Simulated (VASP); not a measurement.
# LaSb (Fm-3m) in VASP: further runs

The runs below take LaSb through single point, with LDA.

Program: VASP 6.6.1. These are calculated values, not measurements. Logs are shortened: lines on timing, memory, paths and dates and some standing lists are left out, and cuts for length are marked.

### 1 The cell of the first run

The structure is cubic, space group Fm-3m (No. 225). Conventional cell: a = 6.312 Å, b = 6.312 Å, c = 6.312 Å, α = 90.00°, β = 90.00°, γ = 90.00°. La (site symmetry m-3m) has 6 Sb at 3.16 Å within 4.2 Å. Within 4.2 Å of Sb (site symmetry m-3m) lie 6 La at 3.16 Å.

### 2 Single point, LDA

File INCAR:

```
PREC = Accurate ; ENCUT = 520
EDIFF = 1E-7 ; ISMEAR = -1
SIGMA = 0.1 ; LREAL = F
LASPH = T ; NELM = 80
ALGO = Normal ; ISIF = 2
LWAVE = F ; LCHARG = F
NBANDS = 15
```

File KPOINTS:

```
Automatic mesh
0
Gamma
  8 8 8
```

File POSCAR:

```
LaSb
1.0
    0.0000000000      3.1560507411      3.1560507411
    3.1560507411      0.0000000000      3.1560507411
    3.1560507411      3.1560507411      0.0000000000
La Sb
1 1
Direct
    0.0000000000      0.0000000000      0.0000000000
    0.5000000000      0.5000000000      0.5000000000
```

Potentials or basis: VASP PAW LDA potentials, release 64 (La, Sb).

The run is started by

```console
cat potpaw_LDA.64/La/POTCAR potpaw_LDA.64/Sb/POTCAR > POTCAR
mpirun -np 1 vasp_std > vasp.out
```

OUTCAR:

```text
PREC = Accurate
   ENCUT = 520
   EDIFF = 1E-7
   ISMEAR = -1
   LREAL = F
   LASPH = T
   NELM = 80
   ISIF = 2

 ion  position               nearest neighbor table
   1  0.000  0.000  0.000-   2 3.16   2 3.16   2 3.16   2 3.16   2 3.16   2 3.16
   2  0.500  0.500  0.500-   1 3.16   1 3.16   1 3.16   1 3.16   1 3.16   1 3.16

  LATTYP: Found a face centered cubic cell.
 ALAT       =     6.3121014822

  Lattice vectors:

 A1 = (   0.0000000000,   3.1560507411,   3.1560507411)
 A2 = (   3.1560507411,   0.0000000000,   3.1560507411)
 A3 = (   3.1560507411,   3.1560507411,   0.0000000000)

Analysis of symmetry for initial positions (statically):
=====================================================================
 Subroutine PRICEL returns:
 Original cell was already a primitive cell.

 Routine SETGRP: Setting up the symmetry group for a
 face centered cubic supercell.

 Subroutine GETGRP returns: Found 48 space group operations
 (whereof 48 operations were pure point group operations)
 out of a pool of 48 trial point group operations.

The static configuration has the point symmetry O_h .

Analysis of symmetry for dynamics (positions and initial velocities):
=====================================================================
 Subroutine PRICEL returns:
 Original cell was already a primitive cell.

 Routine SETGRP: Setting up the symmetry group for a
 face centered cubic supercell.

 Subroutine GETGRP returns: Found 48 space group operations
 (whereof 48 operations were pure point group operations)
 out of a pool of 48 trial point group operations.

The dynamic configuration has the point symmetry O_h .

 Subroutine INISYM returns: Found 48 space group operations
 (whereof 48 operations are pure point group operations),
 and found     1 'primitive' translations

----------------------------------------------------------------------------------------

                                     Primitive cell

  volume of cell :      62.8727

  direct lattice vectors                    reciprocal lattice vectors
     0.000000000  3.156050741  3.156050741    -0.158425843  0.158425843  0.158425843
     3.156050741  0.000000000  3.156050741     0.158425843 -0.158425843  0.158425843
     3.156050741  3.156050741  0.000000000     0.158425843  0.158425843 -0.158425843

  length of vectors
     4.463329762  4.463329762  4.463329762     0.274401610  0.274401610  0.274401610

  position of ions in fractional coordinates (direct lattice)
     0.000000000  0.000000000  0.000000000
     0.500000000  0.500000000  0.500000000

  ion indices of the primitive-cell ions
[... 87 lines left out ...]
   NUPDOWN=      -1.0000    fix difference up-down
   EMIN   =  10.00;   EMAX   =-10.00  energy-range for DOS
   EFERMI =   0.00;   METHOD = LEGACY
   ISMEAR =    -1;   SIGMA  =   0.10  broadening in eV -4-tet -1-fermi 0-gaus
   EFERMI_NEDOS =   21; number of points for ismear=-14 and -15
   IALGO  =     38    algorithm
   IMIX   =      4    mixing-type and parameters
     AMIX     =   0.40;   BMIX     =  1.00
     AMIX_MAG =   1.60;   BMIX_MAG =  1.00
  volume/ion in A,a.u.               =      31.44       212.14
  Fermi-wavevector in a.u.,A,eV,Ry     =   1.037435  1.960468 14.643558  1.076271
  Thomas-Fermi vector in A             =   2.171872
   LORBIT       =      0    0 simple, 1 ext, 2 COOP (PROOUT), +10 PAW based schemes
   GGA     = CA    functional components
   LHFCALC =     F    Hartree Fock is set to
   AEXX    =    0.0000 exact exchange contribution
   IVDW    =     0    specifies the selected vdW correction
   LEPSILON=     F    determine dielectric tensor
   LRPA    =     F    only Hartree local field effects (RPA)
 non-spin polarized calculation
  energy-cutoff  :      520.00
  volume of cell :       62.87
 maximum number of plane-waves:      1719
 NGX is ok and might be reduce to    36
   NGX = 17   NGY = 17   NGZ = 17

 number of electron      16.0000000 magnetization

 Free energy of the ion-electron system (eV)
  ---------------------------------------------------
  ext. energy  EPLUGINS =         0.00000000
  ---------------------------------------------------
  free energy    TOTEN  =       -12.89102057 eV

  energy without entropy =      -12.87851145  energy(sigma->0) =      -12.88476601

 E-fermi :   7.3459     XC(G=0):  -9.9592

 val. band max:        7.2777824146   @ k =   0.1250   0.1250   0.0000
 cond. band min:       7.5321765478   @ k =   0.2500   0.2500   0.0000
 fundamental gap:      0.2543941332
 Fermi energy:         7.3459348428

 k-point     1 :       0.0000    0.0000    0.0000
  band No.  band energies     occupation
      1     -24.7695      2.00000
      2      -8.4484      2.00000
      3      -8.4484      2.00000
      4      -8.4484      2.00000
      5      -1.8224      2.00000
      6       7.5957      0.15207
      7       7.5957      0.15207
      8       7.5957      0.15207
      9       8.5938      0.00001
     10       8.5938      0.00001
     11       8.5938      0.00001
     12       9.3874      0.00000
     13       9.4600      0.00000
     14       9.4600      0.00000
[... 401 lines left out ...]
      2      -8.8563      2.00000
      3      -8.5814      2.00000
      4      -8.5070      2.00000
      5      -0.5413      2.00000
      6       4.5666      2.00000
      7       5.8170      2.00000
      8       5.8585      2.00000
      9       9.1676      0.00000
     10       9.3030      0.00000
     11       9.5706      0.00000
     12       9.6974      0.00000
     13       9.7487      0.00000
     14       9.8204      0.00000
     15       9.8488      0.00000

 [... further k-points ...]

------------------------ aborting loop because EDIFF is reached ----------------------------------------

  FORCE on cell =-STRESS in cart. coord.  units (eV):
  Direction    XX          YY          ZZ          XY          YZ          ZX
  --------------------------------------------------------------------------------------
  -------------------------------------------------------------------------------------
  Total        1.1157811      1.1157811      1.1157811      0.0000000     -0.0000000      0.0000000
  in kB       28.4333248     28.4333248     28.4333248      0.0000000     -0.0000000      0.0000000
  external PRESSURE =      28.4333248 kB  Pullay stress =       0.0000000 kB

 VOLUME and BASIS-vectors are now :
 -----------------------------------------------------------------------------
  energy-cutoff  :      520.00
  volume of cell :       62.87
      direct lattice vectors                 reciprocal lattice vectors
     0.000000000  3.156050741  3.156050741    -0.158425843  0.158425843  0.158425843
     3.156050741  0.000000000  3.156050741     0.158425843 -0.158425843  0.158425843
     3.156050741  3.156050741  0.000000000     0.158425843  0.158425843 -0.158425843

 POSITION                                       TOTAL-FORCE (eV/Angst)
 -----------------------------------------------------------------------------------
      0.00000      0.00000      0.00000         0.000000      0.000000     -0.000000
      3.15605      3.15605      3.15605         0.000000      0.000000      0.000000
 -----------------------------------------------------------------------------------
    total drift:                               -0.000000      0.000000      0.000000

  FREE ENERGIE OF THE ION-ELECTRON SYSTEM (eV)
  ---------------------------------------------------
  free  energy   TOTEN  =       -12.8910205731 eV

  energy  without entropy=      -12.8785114500  energy(sigma->0) =      -12.88476601
```

OSZICAR:

```text
N       E                     dE             d eps       ncg     rms          rms(c)
DAV:   1     0.124488156924E+03    0.12449E+03   -0.54396E+03   870   0.129E+03
DAV:   2     0.123091778189E+01   -0.12326E+03   -0.11227E+03  1089   0.190E+02
DAV:   3    -0.122905928249E+02   -0.13522E+02   -0.12960E+02  1230   0.996E+01
DAV:   4    -0.129720396788E+02   -0.68145E+00   -0.67748E+00  1567   0.172E+01
DAV:   5    -0.129979981665E+02   -0.25958E-01   -0.25923E-01  1109   0.300E+00    0.392E+00
DAV:   6    -0.129150442384E+02    0.82954E-01   -0.10846E-01  1315   0.156E+00    0.244E+00
DAV:   7    -0.128921759220E+02    0.22868E-01   -0.63021E-02  1494   0.143E+00    0.551E-01
DAV:   8    -0.128910727574E+02    0.11032E-02   -0.92496E-03  1424   0.517E-01    0.102E-01
DAV:   9    -0.128910180473E+02    0.54710E-04   -0.65363E-04  1468   0.225E-01    0.293E-02
DAV:  10    -0.128910190107E+02   -0.96338E-06   -0.72676E-05  1581   0.537E-02    0.135E-02
DAV:  11    -0.128910207498E+02   -0.17391E-05   -0.12007E-05  1571   0.279E-02    0.296E-03
DAV:  12    -0.128910205685E+02    0.18131E-06   -0.18858E-06  1493   0.134E-02    0.157E-03
DAV:  13    -0.128910205731E+02   -0.45675E-08   -0.98835E-08   858   0.259E-03
   1 F= -.12891021E+02 E0= -.12884766E+02  d E =-.125091E-01
```

Run time: 34 s. Hardware: 1 thread of Intel Xeon Platinum 8375C at 2.90GHz (Ice Lake), shared host; peak memory 0.2 GiB.

Results:

```
Free energy            : -12.8910 eV
Pressure               : 2.8 GPa
Band gap on the k mesh : zero (band 8 reaches 7.60 eV, above the bottom of band 9 at 7.10 eV)
```

Levels at points of the mesh, in eV from the Fermi level:
| k point | band 4 | band 5 | band 6 | band 7 | band 8 | band 9 | band 10 | band 11 | band 12 | band 13 |
| --- | --- | --- | --- | --- | --- | --- | --- | --- | --- | --- |
| (0.00, 0.00, 0.00) | -15.79 | -9.17 | 0.25 | 0.25 | 0.25 | 1.25 | 1.25 | 1.25 | 2.04 | 2.11 |
| (0.50, 0.00, 0.00) | -15.81 | -7.55 | -3.44 | -1.78 | -1.78 | 1.91 | 2.19 | 2.19 | 2.42 | 2.42 |
| (0.50, 0.50, 0.00) | -15.93 | -8.58 | -1.39 | -0.44 | -0.18 | -0.18 | 2.26 | 2.30 | 2.35 | 2.35 |

Caveat: spin-orbit coupling is left out, which moves the levels of the heavy elements.

(Part 1 of 2 ends here.)
